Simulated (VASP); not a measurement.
**B2Pt: single point with PBE+D3(BJ)**

The system is B2Pt.

```
B Pt
1.0
     3.02929    0.00000    0.00000
    -1.51464    2.62344    0.00000
     0.00000    0.00000    7.21543
B Pt
4 2
Direct
  0.33333 0.66667 0.89064
  0.00000 0.00000 0.33531
  0.00000 0.00000 0.83531
  0.66667 0.33333 0.39064
  0.66667 0.33333 0.09757
  0.33333 0.66667 0.59757
```

| Item | Value |
| --- | --- |
| Program | VASP 6.6.1 |
| Task | single point |
| Functional | PBE |
| Dispersion | D3(BJ) |
| Potentials or basis | VASP PAW PBE potentials, release 64 (B, Pt) |
| Cutoff | 520 eV |
| k mesh | 12 × 12 × 6 |
| Occupations | gaussian, width 0.1 eV |
| Spin | no spin polarisation |

| Property | Result |
| --- | --- |
| Pressure | -0.1 GPa |
| Largest force | 0.015 eV/Å |
| Band gap on the k mesh | zero (bands 16 and 17 overlap by 0.94 eV) |
| Dispersion energy per atom | -0.404 eV |

Forces on the atoms (eV/Å):
```
B    0.000  0.000  0.012
B    0.000  0.000  0.002
B    0.000  0.000  0.002
B    0.000  0.000  0.012
Pt   0.000  0.000 -0.015
Pt   0.000  0.000 -0.015
```

Levels at points of the mesh, in eV from the Fermi level:
| k point | band 14 | band 15 | band 16 | band 17 | band 18 | band 19 |
| --- | --- | --- | --- | --- | --- | --- |
| (0.00, 0.00, 0.00) | -3.51 | 0.20 | 0.20 | 1.45 | 1.45 | 3.38 |
| (0.50, 0.00, 0.00) | -1.62 | -1.59 | -0.47 | 0.38 | 1.54 | 3.86 |
| (0.00, 0.00, 0.50) | -3.43 | 0.68 | 0.68 | 0.68 | 0.68 | 4.64 |
| (0.50, 0.00, 0.50) | -1.61 | -0.43 | -0.43 | -0.26 | -0.26 | 3.11 |

Wall time 100 s on 1 thread of Intel Xeon 8259CL, with other jobs on the host, peak memory 0.26 GiB.

Caveat: spin-orbit coupling is left out, which moves the levels of the heavy elements.
